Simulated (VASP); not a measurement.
# FeGe (rocksalt type) (Fm-3m) in VASP: further runs

The runs below take FeGe (rocksalt type) through single point, with PBE.

Program: VASP 6.6.1. These are calculated values, not measurements. Logs are shortened: lines on timing, memory, paths and dates and some standing lists are left out, and cuts for length are marked.

## (1) The cell of the first run

The structure is cubic, space group Fm-3m (No. 225). The conventional cell has a = 3.788 Å, b = 3.788 Å, c = 3.788 Å, α = 90.00°, β = 90.00°, γ = 90.00°. Within 2.5 Å of Fe (site symmetry m-3m) lie 6 Ge at 1.89 Å. Ge (site symmetry m-3m) has 6 Fe at 1.89 Å within 2.5 Å.

## (2) Single point, PBE, collinear spin, ferromagnetic start (volume scaled by 0.45)

File INCAR:

```
PREC = Accurate
ENCUT = 520
EDIFF = 1E-6
ISMEAR = -1
SIGMA = 0.08
LREAL = F
LASPH = T
NELM = 150
ALGO = Normal
ISIF = 2
LWAVE = F
LCHARG = F
ISPIN = 2
MAGMOM = 2.5 0
LORBIT = 11
LMAXMIX = 4
GGA = PE
NBANDS = 22
```

File KPOINTS:

```
Automatic mesh
0
Gamma
  14 14 14
```

File POSCAR:

```
FeGe
1.0
    0.0000000000      1.8937904596      1.8937904596
    1.8937904596      0.0000000000      1.8937904596
    1.8937904596      1.8937904596      0.0000000000
Fe Ge
1 1
Direct
    0.0000000000      0.0000000000      0.0000000000
    0.5000000000      0.5000000000      0.5000000000
```

Potentials or basis: VASP PAW PBE potentials, release 64 (Fe, Ge_d).

Started as:

```bash
> cat potpaw_PBE.64/Fe/POTCAR potpaw_PBE.64/Ge_d/POTCAR > POTCAR
> mpirun -np 1 vasp_std > vasp.out
```

OUTCAR:

```text
PREC = Accurate
   ENCUT = 520
   EDIFF = 1E-6
   ISMEAR = -1
   LREAL = F
   LASPH = T
   NELM = 150
   ISIF = 2
   ISPIN = 2
   LORBIT = 11
   GGA = PE

 ion  position               nearest neighbor table
   1  0.000  0.000  0.000-   2 1.89   2 1.89   2 1.89   2 1.89   2 1.89   2 1.89
   2  0.500  0.500  0.500-   1 1.89   1 1.89   1 1.89   1 1.89   1 1.89   1 1.89

  LATTYP: Found a face centered cubic cell.
 ALAT       =     3.7875809192

  Lattice vectors:

 A1 = (   0.0000000000,   1.8937904596,   1.8937904596)
 A2 = (   1.8937904596,   0.0000000000,   1.8937904596)
 A3 = (   1.8937904596,   1.8937904596,   0.0000000000)

Analysis of symmetry for initial positions (statically):
=====================================================================
 Subroutine PRICEL returns:
 Original cell was already a primitive cell.

 Routine SETGRP: Setting up the symmetry group for a
 face centered cubic supercell.

 Subroutine GETGRP returns: Found 48 space group operations
 (whereof 48 operations were pure point group operations)
 out of a pool of 48 trial point group operations.

The static configuration has the point symmetry O_h .

Analysis of symmetry for dynamics (positions and initial velocities):
=====================================================================
 Subroutine PRICEL returns:
 Original cell was already a primitive cell.

 Routine SETGRP: Setting up the symmetry group for a
 face centered cubic supercell.

 Subroutine GETGRP returns: Found 48 space group operations
 (whereof 48 operations were pure point group operations)
 out of a pool of 48 trial point group operations.

The dynamic configuration has the point symmetry O_h .

Analysis of structural, dynamic, and magnetic symmetry:
=====================================================================
 Subroutine PRICEL returns:
 Original cell was already a primitive cell.

 Routine SETGRP: Setting up the symmetry group for a
 face centered cubic supercell.

 Subroutine GETGRP returns: Found 48 space group operations
 (whereof 48 operations were pure point group operations)
 out of a pool of 48 trial point group operations.

The overall configuration has the point symmetry O_h .

 Subroutine INISYM returns: Found 48 space group operations
 (whereof 48 operations are pure point group operations),
 and found     1 'primitive' translations

----------------------------------------------------------------------------------------

                                     Primitive cell

  volume of cell :      13.5839

[... 112 lines left out ...]
   LORBIT       =     11    0 simple, 1 ext, 2 COOP (PROOUT), +10 PAW based schemes
   GGA     = PE    functional components
   LHFCALC =     F    Hartree Fock is set to
   AEXX    =    0.0000 exact exchange contribution
   IVDW    =     0    specifies the selected vdW correction
   LEPSILON=     F    determine dielectric tensor
   LRPA    =     F    only Hartree local field effects (RPA)
 spin polarized calculation
  energy-cutoff  :      520.00
  volume of cell :       13.58
 maximum number of plane-waves:       378
   NGX =  9   NGY =  9   NGZ =  9

 number of electron      22.0000010 magnetization      -0.0001763

 number of electron      22.0000010 magnetization       0.0002571

 Free energy of the ion-electron system (eV)
  ---------------------------------------------------
  ext. energy  EPLUGINS =         0.00000000
  ---------------------------------------------------
  free energy    TOTEN  =         0.30041437 eV

  energy without entropy =        0.30505707  energy(sigma->0) =        0.30273572

 E-fermi :  18.5198     XC(G=0): -16.8185

 val. band max:       18.3077431032   @ k =  -0.3571   0.4286   0.1429
 cond. band min:      18.5325121355   @ k =  -0.2857   0.5000   0.2143
 fundamental gap:      0.2247690323
 Fermi energy:        18.5197664251

 spin component 1

 k-point     1 :       0.0000    0.0000    0.0000
  band No.  band energies     occupation
      1      -8.5344      1.00000
      2      -8.5344      1.00000
      3      -8.3621      1.00000
      4      -8.3621      1.00000
      5      -8.3621      1.00000
      6      -0.9258      1.00000
[... 589 lines left out ...]
     21      47.9802      0.00000
     22      50.9045      0.00000

 [... further k-points ...]

 spin component 2

 k-point     1 :       0.0000    0.0000    0.0000
  band No.  band energies     occupation
      1      -8.5345      1.00000
      2      -8.5345      1.00000
      3      -8.3621      1.00000
      4      -8.3621      1.00000
      5      -8.3621      1.00000
      6      -0.9257      1.00000
[... 589 lines left out ...]
     21      47.9803      0.00000
     22      50.9046      0.00000

 [... further k-points ...]

------------------------ aborting loop because EDIFF is reached ----------------------------------------

  FORCE on cell =-STRESS in cart. coord.  units (eV):
  Direction    XX          YY          ZZ          XY          YZ          ZX
  --------------------------------------------------------------------------------------
  -------------------------------------------------------------------------------------
  Total       44.7452153     44.7452153     44.7452153     -0.0000000     -0.0000000      0.0000000
  in kB     5277.5385649   5277.5385649   5277.5385649     -0.0000000     -0.0000000      0.0000000
  external PRESSURE =    5277.5385649 kB  Pullay stress =       0.0000000 kB

 VOLUME and BASIS-vectors are now :
 -----------------------------------------------------------------------------
  energy-cutoff  :      520.00
  volume of cell :       13.58
      direct lattice vectors                 reciprocal lattice vectors
     0.000000000  1.893790460  1.893790460    -0.264020762  0.264020762  0.264020762
     1.893790460  0.000000000  1.893790460     0.264020762 -0.264020762  0.264020762
     1.893790460  1.893790460  0.000000000     0.264020762  0.264020762 -0.264020762

 POSITION                                       TOTAL-FORCE (eV/Angst)
 -----------------------------------------------------------------------------------
      0.00000      0.00000      0.00000        -0.000000     -0.000000     -0.000000
      1.89379      1.89379      1.89379         0.000000      0.000000      0.000000
 -----------------------------------------------------------------------------------
    total drift:                                0.000000      0.000000      0.000000

  FREE ENERGIE OF THE ION-ELECTRON SYSTEM (eV)
  ---------------------------------------------------
  free  energy   TOTEN  =         0.3004143723 eV

  energy  without entropy=        0.3050570726  energy(sigma->0) =        0.30273572

 total charge

# of ion       s       p       d       tot
------------------------------------------
    1        0.717   1.262   8.240  10.220
    2        1.333   2.142  10.657  14.133
--------------------------------------------------
tot          2.051   3.404  18.897  24.352

 magnetization (x)

# of ion       s       p       d       tot
------------------------------------------
    1        0.000   0.000   0.000   0.000
    2       -0.000  -0.000  -0.000  -0.000
--------------------------------------------------
tot         -0.000  -0.000   0.000   0.000
```

OSZICAR:

```text
N       E                     dE             d eps       ncg     rms          rms(c)
DAV:   1     0.133456082233E+03    0.13346E+03   -0.90715E+03 11806   0.286E+03
DAV:   2     0.106081380301E+02   -0.12285E+03   -0.11521E+03  9338   0.416E+02
DAV:   3     0.457115779590E+00   -0.10151E+02   -0.10019E+02 10124   0.867E+01
DAV:   4     0.335908628494E+00   -0.12121E+00   -0.12116E+00 10364   0.103E+01
DAV:   5     0.335234982605E+00   -0.67365E-03   -0.67363E-03 10456   0.732E-01    0.356E+01
DAV:   6     0.703163711751E-01   -0.26492E+00   -0.21472E-01 13592   0.717E+00    0.199E+01
DAV:   7     0.305645068511E+00    0.23533E+00   -0.30532E-01 12906   0.744E+00    0.929E+00
DAV:   8     0.299656549695E+00   -0.59885E-02   -0.12582E-01 13628   0.452E+00    0.130E+00
DAV:   9     0.300876734630E+00    0.12202E-02   -0.74529E-03 12842   0.112E+00    0.395E-01
DAV:  10     0.300467113343E+00   -0.40962E-03   -0.47215E-04 13856   0.299E-01    0.194E-01
DAV:  11     0.300438866340E+00   -0.28247E-04   -0.11748E-04 13500   0.142E-01    0.830E-02
DAV:  12     0.300410741455E+00   -0.28125E-04   -0.26068E-05 11972   0.670E-02    0.455E-02
DAV:  13     0.300414579682E+00    0.38382E-05   -0.20447E-06  7362   0.210E-02    0.231E-03
DAV:  14     0.300414372348E+00   -0.20733E-06   -0.22147E-07  5460   0.503E-03
   1 F= 0.30041437E+00 E0= 0.30273572E+00  d E =-.464270E-02  mag=     0.0000
```

It took 46 s on 1 thread of AMD EPYC 9R45 (Zen 5), shared host; peak memory 0.13 GiB.

Results:

```yaml
Free_energy: 0.3004 eV
Pressure: 527.8 GPa
Band_gap_on_the_k_mesh: zero (filled and empty bands overlap)
Net_moment: 0.00 μB per cell
```

Levels at points of the mesh, in eV from the Fermi level:
Spin up:
```csv
k point,band 8,band 9,band 10,band 11,band 12,band 13,band 14,band 15
"(0.00, 0.00, 0.00)",-4.02,-4.02,-2.48,-2.48,9.21,9.21,9.21,10.27
"(0.50, 0.00, 0.00)",-6.40,-6.40,-1.64,-1.64,0.93,10.76,12.80,12.80
"(0.50, 0.50, 0.00)",-6.88,-1.43,-0.84,-0.84,0.45,0.45,3.82,12.31
```
Spin down:
```csv
k point,band 9,band 10,band 11,band 12,band 13,band 14
"(0.00, 0.00, 0.00)",-4.02,-2.48,-2.48,9.21,9.21,9.21
"(0.50, 0.00, 0.00)",-6.40,-1.64,-1.64,0.93,10.76,12.80
"(0.50, 0.50, 0.00)",-1.43,-0.84,-0.84,0.45,0.45,3.82
```

Caveat: the starting moments collapsed, and a magnetic state may lie lower.

## (3) Single point, PBE, collinear spin, ferromagnetic start (volume scaled by 0.68)

File INCAR:

```
SYSTEM = FeGe
PREC     = Accurate       ! precision mode
ENCUT    = 520            ! plane-wave cutoff, eV
EDIFF    = 1E-6           ! SCF threshold, eV
ISMEAR   = -1             ! smearing method
SIGMA    = 0.08           ! smearing width, eV
LREAL    = .FALSE.        ! projectors in reciprocal space
LASPH    = .TRUE.         ! aspherical terms in the spheres
NELM     = 150            ! most SCF steps
ALGO     = Normal         ! electronic algorithm
ISIF     = 2              ! what is computed and relaxed
LWAVE    = .FALSE.        ! write WAVECAR
LCHARG   = .FALSE.        ! write CHGCAR
ISPIN    = 2              ! spin polarisation
MAGMOM   = 2.5 0          ! initial moments
LORBIT   = 11             ! projections on sites
LMAXMIX  = 4              ! l up to which the mixer works
GGA      = PE             ! functional
NBANDS   = 22             ! bands
```

File KPOINTS:

```
regular mesh
0
G
  14 14 14
  0 0 0
```

File POSCAR:

```
FeGe
1.0
    0.0000000000      2.1731884624      2.1731884624
    2.1731884624      0.0000000000      2.1731884624
    2.1731884624      2.1731884624      0.0000000000
Fe Ge
1 1
Direct
    0.0000000000      0.0000000000      0.0000000000
    0.5000000000      0.5000000000      0.5000000000
```

Potentials or basis: VASP PAW PBE potentials, release 64 (Fe, Ge_d).

Started as:

```bash
> cat potpaw_PBE.64/Fe/POTCAR potpaw_PBE.64/Ge_d/POTCAR > POTCAR
> mpirun -np 1 vasp_std > vasp.out
```

Wall time 84 s (1 thread of AMD EPYC 9R45 (Zen 5), shared host); peak memory 0.17 GiB.

The run converged. Its results:

* Free energy: -10.3847 eV
* Pressure: 89.4 GPa
* Band gap on the k mesh: zero (filled and empty bands overlap)
* Net moment: 0.00 μB per cell
* Valence electrons inside the program's atomic spheres: Fe 8.17; Ge 12.98

Levels at points of the mesh, in eV from the Fermi level:
Spin up:
| k point | band 8 | band 9 | band 10 | band 11 | band 12 | band 13 | band 14 | band 15 |
| --- | --- | --- | --- | --- | --- | --- | --- | --- |
| (0.00, 0.00, 0.00) | -2.07 | -2.07 | -1.48 | -1.48 | 5.88 | 5.88 | 5.88 | 11.31 |
| (0.50, 0.00, 0.00) | -3.76 | -3.76 | -0.70 | -0.70 | 0.43 | 8.52 | 9.10 | 9.10 |
| (0.50, 0.50, 0.00) | -3.75 | -0.87 | -0.28 | -0.28 | 0.09 | 0.09 | 1.80 | 7.98 |
Spin down:
```
           k point  band 9  band 10  band 11  band 12  band 13  band 14
(0.00, 0.00, 0.00)   -2.07    -1.48    -1.48     5.88     5.88     5.88
(0.50, 0.00, 0.00)   -3.76    -0.70    -0.70     0.43     8.52     9.10
(0.50, 0.50, 0.00)   -0.87    -0.28    -0.28     0.09     0.09     1.80
```

Caveat: the starting moments collapsed, and a magnetic state may lie lower.
